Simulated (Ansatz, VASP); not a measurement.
## One calculation of C, two programs

The input INCAR:

```
SYSTEM = C
PREC = Accurate
ENCUT = 520
EDIFF = 1E-7
ISMEAR = 0
SIGMA = 0.05
LREAL = .FALSE.
LASPH = .TRUE.
NELM = 60
ALGO = Normal
ISIF = 2
LWAVE = .FALSE.
LCHARG = .FALSE.
GGA = CA
NBANDS = 21
```

KPOINTS

```
regular mesh
0
G
  12 12 3
  0 0 0
```

The input POSCAR:

```
C
1.0
   -1.2225127310     -2.1174541629      0.0000000000
    1.2225127310     -2.1174541629      0.0000000000
    0.0000000000      0.0000000000     10.4179937839
C
6
Direct
    1.0000000000      1.0000000000      0.7932316508
    0.3333333333      0.3333333333      0.1585609077
    0.6666666667      0.6666666667      0.4758962793
    1.0000000000      1.0000000000      0.4760781018
    0.3333333333      0.3333333333      0.7934134733
    0.6666666667      0.6666666667      0.1587427302
```

Input for Ansatz:

```yaml
crystal:
  lattice:
    - [-1.222512731, -2.1174541629, 0.0]
    - [1.222512731, -2.1174541629, 0.0]
    - [0.0, 0.0, 10.4179937839]
  atoms:
    - { symbol: C, position: [1.0, 1.0, 0.7932316508] }
    - { symbol: C, position: [0.3333333333, 0.3333333333, 0.1585609077] }
    - { symbol: C, position: [0.6666666667, 0.6666666667, 0.4758962793] }
    - { symbol: C, position: [1.0, 1.0, 0.4760781018] }
    - { symbol: C, position: [0.3333333333, 0.3333333333, 0.7934134733] }
    - { symbol: C, position: [0.6666666667, 0.6666666667, 0.1587427302] }
basis:
  ecutwfc: 420
kpoints:
  mp_grid: { grid: [12, 12, 3] }
hamiltonian:
  xc: lda
scf:
  occupations: { method: gaussian, width: 0.05 }
output:
  forces: true
  stress: true
  eigenvalues: true
  write_density: true
  write_potential: true
  elf: true
  volumetric_format: npy
```

Alike in both runs: task single point; functional LDA; k mesh 12 × 12 × 3; occupations gaussian, width 0.05 eV; no spin polarisation.

```csv
,VASP,Ansatz
version,VASP 6.6.1,Ansatz 0.2.0
potentials or method,"VASP PAW LDA potentials, release 64 (C), cutoff 520 eV","scalar-relativistic, plane waves, PAW"
valence electrons in the cell,24,24
```

```csv
,VASP,Ansatz,Ansatz less VASP
gap on the k mesh at the Fermi level (eV),0.29,0.29,-0.001
least direct gap on the mesh (eV),0.29,0.29,-0.001
pressure (GPa),0.6,-0.2,-0.79
"traceless stress, the component that is largest in VASP (GPa)",-1.32,-0.44,+0.883
rms of the force components (eV/Å),0.012,0.012,0.0000
```

LDA's correlation is that of Perdew and Zunger in VASP and of Perdew and Wang (1992) in Ansatz. Atom by atom the forces differ by 0.000 eV/Å (rms over components).
